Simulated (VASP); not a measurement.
# MgO (P6_3mc) in VASP: a series of runs

Runs on MgO. Level: PBEsol. Tasks: single point.

All numbers are computed with VASP 6.6.1; they aren't measurements. Logs are shortened: lines on timing, memory, paths and dates and some standing lists are left out, and cuts for length are marked.

**1. The cell of the first run**

Symmetry: P6_3mc, No. 186, hexagonal system. The conventional cell has a = 3.217 Å, b = 3.217 Å, c = 4.846 Å, α = 90.00°, β = 90.00°, γ = 120.00°. Mg (site symmetry 3m) has 4 O at 1.92 to 1.94 Å within 2.5 Å. Within 2.5 Å of O (site symmetry 3m) lie 4 Mg at 1.92 to 1.94 Å.

**2. Single point, PBEsol**

The input, INCAR:

```
PREC = Accurate
ENCUT = 520
EDIFF = 1E-6
ISMEAR = 0
SIGMA = 0.01
LREAL = F
LASPH = T
NELM = 60
ALGO = Normal
ISIF = 2
LWAVE = F
LCHARG = F
GGA = PS
NBANDS = 16
```

The input, KPOINTS:

```
regular mesh
0
Gamma
  12 12 4
```

The input, POSCAR:

```
MgO
1.0
    3.2171166660      0.0000000000      0.0000000000
   -1.6085583281      2.7861047561      0.0000000000
    0.0000000000      0.0000000000      4.8462950346
Mg O
2 2
Direct
    0.3333333333      0.6666666667      0.0021597400
    0.6666666667      0.3333333333      0.5021597400
    0.3333333333      0.6666666667      0.4024402600
    0.6666666667      0.3333333333      0.9024402600
```

Potentials or basis: VASP PAW PBE potentials, release 64 (Mg, O).

Launch:

```console
$ cat potpaw_PBE.64/Mg/POTCAR potpaw_PBE.64/O/POTCAR > POTCAR
$ mpirun -np 1 vasp_std > vasp.out
```

OUTCAR:

```text
PREC = Accurate
   ENCUT = 520
   EDIFF = 1E-6
   ISMEAR = 0
   LREAL = F
   LASPH = T
   NELM = 60
   ISIF = 2
   GGA = PS

 ion  position               nearest neighbor table
   1  0.333  0.667  0.002-   4 1.92   4 1.92   4 1.92   3 1.94   2 3.05   2 3.05   2 3.05   2 3.05
                             2 3.05   2 3.05
   2  0.667  0.333  0.502-   3 1.92   3 1.92   3 1.92   4 1.94   1 3.05   1 3.05   1 3.05   1 3.05
                             1 3.05   1 3.05
   3  0.333  0.667  0.402-   2 1.92   2 1.92   2 1.92   1 1.94
   4  0.667  0.333  0.902-   1 1.92   1 1.92   1 1.92   2 1.94

  LATTYP: Found a hexagonal cell.
 ALAT       =     3.2171166660
 C/A-ratio  =     1.5064094771

  Lattice vectors:

 A1 = (   3.2171166660,   0.0000000000,   0.0000000000)
 A2 = (  -1.6085583281,   2.7861047561,   0.0000000000)
 A3 = (   0.0000000000,   0.0000000000,   4.8462950346)

Analysis of symmetry for initial positions (statically):
=====================================================================
 Subroutine PRICEL returns:
 Original cell was already a primitive cell.

 Routine SETGRP: Setting up the symmetry group for a
 hexagonal supercell.

 Subroutine GETGRP returns: Found 12 space group operations
 (whereof  6 operations were pure point group operations)
 out of a pool of 24 trial point group operations.

The static configuration has the point symmetry C_3v.
 The point group associated with its full space group is C_6v.

Analysis of symmetry for dynamics (positions and initial velocities):
=====================================================================
 Subroutine PRICEL returns:
 Original cell was already a primitive cell.

 Routine SETGRP: Setting up the symmetry group for a
 hexagonal supercell.

 Subroutine GETGRP returns: Found 12 space group operations
 (whereof  6 operations were pure point group operations)
 out of a pool of 24 trial point group operations.

The dynamic configuration has the point symmetry C_3v.
 The point group associated with its full space group is C_6v.

 Subroutine INISYM returns: Found 12 space group operations
 (whereof  6 operations are pure point group operations),
 and found     1 'primitive' translations

----------------------------------------------------------------------------------------

                                     Primitive cell

  volume of cell :      43.4384

  direct lattice vectors                    reciprocal lattice vectors
     3.217116666  0.000000000  0.000000000     0.310837344  0.179462024  0.000000000
    -1.608558328  2.786104756  0.000000000     0.000000000  0.358924049  0.000000000
     0.000000000  0.000000000  4.846295035     0.000000000  0.000000000  0.206343195

  length of vectors
     3.217116666  3.217116660  4.846295035     0.358924048  0.358924049  0.206343195

  position of ions in fractional coordinates (direct lattice)
     0.333333333  0.666666667  0.002159740
     0.666666667  0.333333333  0.502159740
     0.333333333  0.666666667  0.402440260
     0.666666667  0.333333333  0.902440260

  ion indices of the primitive-cell ions
   primitive index   ion index
                 1           1
                 2           2
                 3           3
                 4           4

----------------------------------------------------------------------------------------

 KPOINTS: regular mesh

Automatic generation of k-mesh.
 Grid dimensions read from file:
 generate k-points for:   12   12    4

 Generating k-lattice:

  Cartesian coordinates                     Fractional coordinates (reciprocal lattice)
     0.025903112  0.014955169  0.000000000     0.083333333  0.000000000  0.000000000
     0.000000000  0.029910337  0.000000000     0.000000000  0.083333333  0.000000000
     0.000000000  0.000000000  0.051585799     0.000000000  0.000000000  0.250000000

  Length of vectors
     0.029910337  0.029910337  0.051585799

  Shift w.r.t. Gamma in fractional coordinates (k-lattice)
     0.000000000  0.000000000  0.000000000

 Subroutine IBZKPT returns following result:
 ===========================================

 Found     57 irreducible k-points:

 Following reciprocal coordinates:
            Coordinates               Weight
  0.000000  0.000000  0.000000      1.000000
  0.083333 -0.000000  0.000000      6.000000
  0.166667 -0.000000  0.000000      6.000000
  0.250000 -0.000000  0.000000      6.000000
  0.333333 -0.000000  0.000000      6.000000
  0.416667 -0.000000  0.000000      6.000000
[... 16 lines left out ...]
  0.250000 -0.000000  0.250000     12.000000
  0.333333 -0.000000  0.250000     12.000000
 [... further k-points ...]
   k-points           NKPTS =     57   k-points in BZ     NKDIM =     57   number of bands    NBANDS=     16
   number of dos      NEDOS =    301   number of ions     NIONS =      4
   total plane-waves  NPLWV =  20736
   dimension x,y,z NGX =    24 NGY =   24 NGZ =   36
   dimension x,y,z NGXF=    48 NGYF=   48 NGZF=   72
   ions per type =               2   2
   NGX,Y,Z   is equivalent  to a cutoff of  12.40, 12.40, 12.35 a.u.
   NGXF,Y,Z  is equivalent  to a cutoff of  24.80, 24.80, 24.70 a.u.
 SYSTEM =  unknown system
   PREC   = accura    normal or accurate (medium, high low for compatibility)
   ISTART =      0    job   : 0-new  1-cont  2-samecut
   ICHARG =      2    charge: 1-file 2-atom 10-const
   ISPIN  =      1    spin polarized calculation?
   LNONCOLLINEAR =      F non collinear calculations
   LSORBIT =      F    spin-orbit coupling
   LASPH  =      T    aspherical Exc in radial PAW
   ENCUT  =  520.0 eV  38.22 Ry    6.18 a.u.   5.98  5.98  9.01*2*pi/ulx,y,z
   NELM   =     60;   NELMIN=  2; NELMDL= -5     # of ELM steps
   EDIFF  = 0.1E-05   stopping-criterion for ELM
   LREAL  =      F    real-space projection
   EDIFFG = 0.1E-04   stopping-criterion for IOM
   NSW    =      0    number of steps for IOM
   IBRION =     -1    ionic relax: 0-MD 1-quasi-New 2-CG
   NFREE  =      0    steps in history (QN), initial steepest desc. (CG)
   ISIF   =      2    stress and relaxation
   ISYM   =      2    0-nonsym 1-usesym 2-fastsym
   POTIM  = 0.5000    time-step for ionic-motion
   TEBEG  =    0.0;   TEEND  =   0.0 temperature during run
   PSTRESS=    0.0 pullay stress
   NELECT =      16.0000    total number of electrons
   NUPDOWN=      -1.0000    fix difference up-down
   EMIN   =  10.00;   EMAX   =-10.00  energy-range for DOS
   EFERMI =   0.00;   METHOD = LEGACY
   ISMEAR =     0;   SIGMA  =   0.01  broadening in eV -4-tet -1-fermi 0-gaus
   EFERMI_NEDOS =   21; number of points for ismear=-14 and -15
   IALGO  =     38    algorithm
   IMIX   =      4    mixing-type and parameters
     AMIX     =   0.40;   BMIX     =  1.00
     AMIX_MAG =   1.60;   BMIX_MAG =  1.00
  volume/ion in A,a.u.               =      10.86        73.28
  Fermi-wavevector in a.u.,A,eV,Ry     =   1.173519  2.217629 18.737220  1.377147
  Thomas-Fermi vector in A             =   2.309931
   LORBIT       =      0    0 simple, 1 ext, 2 COOP (PROOUT), +10 PAW based schemes
   GGA     = PS    functional components
   LHFCALC =     F    Hartree Fock is set to
   AEXX    =    0.0000 exact exchange contribution
   IVDW    =     0    specifies the selected vdW correction
   LEPSILON=     F    determine dielectric tensor
   LRPA    =     F    only Hartree local field effects (RPA)
 non-spin polarized calculation
 Gauss-broadening in eV      SIGMA  =   0.01
  energy-cutoff  :      520.00
  volume of cell :       43.44
 maximum number of plane-waves:      1194
 NGX is ok and might be reduce to    24
   NGX = 11   NGY = 11   NGZ = 19

 number of electron      15.9999999 magnetization

 Free energy of the ion-electron system (eV)
  ---------------------------------------------------
  ext. energy  EPLUGINS =         0.00000000
  ---------------------------------------------------
  free energy    TOTEN  =       -24.40980339 eV

  energy without entropy =      -24.40980339  energy(sigma->0) =      -24.40980339

 E-fermi :   1.6444     XC(G=0): -10.3526

 val. band max:        1.5135076821   @ k =   0.0000   0.0000   0.0000
 cond. band min:       5.3251385426   @ k =   0.0000   0.0000   0.0000
 fundamental gap:      3.8116308605
 Fermi energy:         1.6444223084

 k-point     1 :       0.0000    0.0000    0.0000
  band No.  band energies     occupation
      1     -14.9760      2.00000
      2     -13.9919      2.00000
      3      -2.0917      2.00000
      4       0.6654      2.00000
      5       0.6654      2.00000
      6       1.0228      2.00000
[... 8 lines left out ...]
     15      18.7598      0.00000
     16      18.7598      0.00000

 k-point     2 :       0.0833   -0.0000    0.0000
  band No.  band energies     occupation
      1     -14.9340      2.00000
      2     -13.9777      2.00000
      3      -2.0186      2.00000
      4       0.4838      2.00000
      5       0.6125      2.00000
      6       0.7814      2.00000
[... 8 lines left out ...]
     15      18.6969      0.00000
     16      18.7595      0.00000

 k-point     3 :       0.1667   -0.0000    0.0000
  band No.  band energies     occupation
      1     -14.8150      2.00000
      2     -13.9410      2.00000
      3      -1.8065      2.00000
      4      -0.0655      2.00000
      5       0.3423      2.00000
      6       0.4884      2.00000
[... 8 lines left out ...]
     15      17.8763      0.00000
     16      17.9241      0.00000

 k-point     4 :       0.2500   -0.0000    0.0000
  band No.  band energies     occupation
      1     -14.6400      2.00000
      2     -13.8983      2.00000
      3      -1.4802      2.00000
      4      -0.7478      2.00000
      5      -0.0984      2.00000
      6       0.3441      2.00000
[... 8 lines left out ...]
     15      17.2475      0.00000
     16      17.5692      0.00000
[... 324 lines left out ...]
 k-point    22 :       0.1667   -0.0000    0.2500
  band No.  band energies     occupation
      1     -14.6942      2.00000
      2     -14.0766      2.00000
      3      -1.5706      2.00000
      4      -0.2109      2.00000
      5       0.3028      2.00000
      6       0.5634      2.00000
[... 8 lines left out ...]
     15      17.6102      0.00000
     16      17.7707      0.00000

 k-point    23 :       0.2500   -0.0000    0.2500
  band No.  band energies     occupation
      1     -14.5347      2.00000
      2     -14.0099      2.00000
      3      -1.4966      2.00000
      4      -0.7824      2.00000
      5       0.0039      2.00000
      6       0.4354      2.00000
[... 8 lines left out ...]
     15      17.2457      0.00000
     16      17.5186      0.00000

 k-point    24 :       0.3333   -0.0000    0.2500
  band No.  band energies     occupation
      1     -14.3577      2.00000
      2     -13.9536      2.00000
      3      -1.6439      2.00000
      4      -1.1407      2.00000
      5      -0.1162      2.00000
      6       0.3197      2.00000
[... 8 lines left out ...]
     15      16.7716      0.00000
     16      17.7216      0.00000

 [... further k-points ...]
[... 5 lines left out ...]
  --------------------------------------------------------------------------------------
  -------------------------------------------------------------------------------------
  Total        3.5090711      3.5090711      2.9962295      0.0000000      0.0000000      0.0000000
  in kB      129.4281224    129.4281220    110.5125371      0.0000002      0.0000000      0.0000000
  external PRESSURE =     123.1229272 kB  Pullay stress =       0.0000000 kB

 VOLUME and BASIS-vectors are now :
 -----------------------------------------------------------------------------
  energy-cutoff  :      520.00
  volume of cell :       43.44
      direct lattice vectors                 reciprocal lattice vectors
     3.217116666  0.000000000  0.000000000     0.310837344  0.179462024  0.000000000
    -1.608558328  2.786104756  0.000000000     0.000000000  0.358924049  0.000000000
     0.000000000  0.000000000  4.846295035     0.000000000  0.000000000  0.206343195

 POSITION                                       TOTAL-FORCE (eV/Angst)
 -----------------------------------------------------------------------------------
      0.00000      1.85740      0.01047        -0.000000      0.000000     -0.079422
      1.60856      0.92870      2.43361         0.000000     -0.000000     -0.079422
      0.00000      1.85740      1.95034        -0.000000     -0.000000      0.079422
      1.60856      0.92870      4.37349         0.000000      0.000000      0.079422
 -----------------------------------------------------------------------------------
    total drift:                               -0.000000      0.000000     -0.000362

  FREE ENERGIE OF THE ION-ELECTRON SYSTEM (eV)
  ---------------------------------------------------
  free  energy   TOTEN  =       -24.4098033859 eV

  energy  without entropy=      -24.4098033859  energy(sigma->0) =      -24.40980339
```

It took 12 s on 1 thread of Intel Xeon 6975P-C (Granite Rapids), shared host; peak memory 0.17 GiB.

What came out:

| Item | Value |
| --- | --- |
| Free energy | -24.4098 eV |
| Pressure | 12.3 GPa |
| Largest force | 0.079 eV/Å |
| Band gap on the k mesh | 3.81 eV, direct |

Forces on the atoms (eV/Å):
```
Mg   0.000  0.000 -0.079
Mg   0.000  0.000 -0.079
O    0.000  0.000  0.079
O    0.000  0.000  0.079
```

Stress tensor (GPa, compression positive):
```
12.94  0.00  0.00
 0.00 12.94  0.00
 0.00  0.00 11.05
```

Caveat: the PAW data sets were made with another functional, which shifts forces and pressure a little.

**3. Single point, PBEsol**

This run uses another cell than the first one, of 11.17 Å³/atom, 1.029 times its volume.

The input, INCAR:

```
  PREC = Accurate
  ENCUT = 520
  EDIFF = 1E-7
  ISMEAR = 0
  SIGMA = 0.01
  LREAL = False
  LASPH = True
  NELM = 60
  ALGO = Normal
  ISIF = 2
  LWAVE = False
  LCHARG = False
  GGA = PS
  NBANDS = 16
```

The input, KPOINTS:

```
Automatic mesh
0
Gamma
  12 12 4
```

The input, POSCAR:

```
MgO
1.0
    3.2479043421      0.0000000000      0.0000000000
   -1.6239521661      2.8127676657      0.0000000000
    0.0000000000      0.0000000000      4.8926738817
Mg O
2 2
Direct
    0.3333333333      0.6666666667      0.0021597400
    0.6666666667      0.3333333333      0.5021597400
    0.3333333333      0.6666666667      0.4024402600
    0.6666666667      0.3333333333      0.9024402600
```

Potentials or basis: VASP PAW PBE potentials, release 64 (Mg, O).

Launch:

```console
$ cat potpaw_PBE.64/Mg/POTCAR potpaw_PBE.64/O/POTCAR > POTCAR
$ mpirun -np 1 vasp_std > vasp.out
```

It took 12 s on 1 thread of Intel Xeon 6975P-C (Granite Rapids), shared host; peak memory 0.17 GiB.

The run converged. Its results:

```
Free energy            : -24.4894 eV
Pressure               : 7.7 GPa
Largest force          : 0.047 eV/Å
Band gap on the k mesh : 3.65 eV, direct
```

Forces in eV/Å, atoms in the order of the input:
```
Mg   0.000  0.000 -0.047
Mg   0.000  0.000 -0.047
O    0.000  0.000  0.047
O    0.000  0.000  0.047
```

Stress tensor (GPa, compression positive):
```
8.05 0.00 0.00
0.00 8.05 0.00
0.00 0.00 6.90
```

Levels at points of the mesh, in eV from the valence-band top:
| k point | band 5 | band 6 | band 7 | band 8 | band 9 | band 10 | band 11 | band 12 |
| --- | --- | --- | --- | --- | --- | --- | --- | --- |
| (0.00, 0.00, 0.00) | -0.83 | -0.48 | -0.48 | 0.00 | 3.65 | 8.81 | 10.66 | 14.35 |
| (0.50, 0.00, 0.00) | -1.88 | -1.39 | -0.89 | -0.54 | 7.84 | 8.18 | 9.49 | 11.02 |
| (0.00, 0.00, 0.50) | -0.66 | -0.66 | -0.66 | -0.66 | 6.22 | 6.22 | 13.57 | 13.57 |
| (0.50, 0.00, 0.50) | -0.99 | -0.99 | -0.77 | -0.77 | 7.44 | 7.44 | 11.12 | 11.12 |

Caveat: the PAW data sets were made with another functional, which shifts forces and pressure a little.

(Continued in part 2 of 2.)
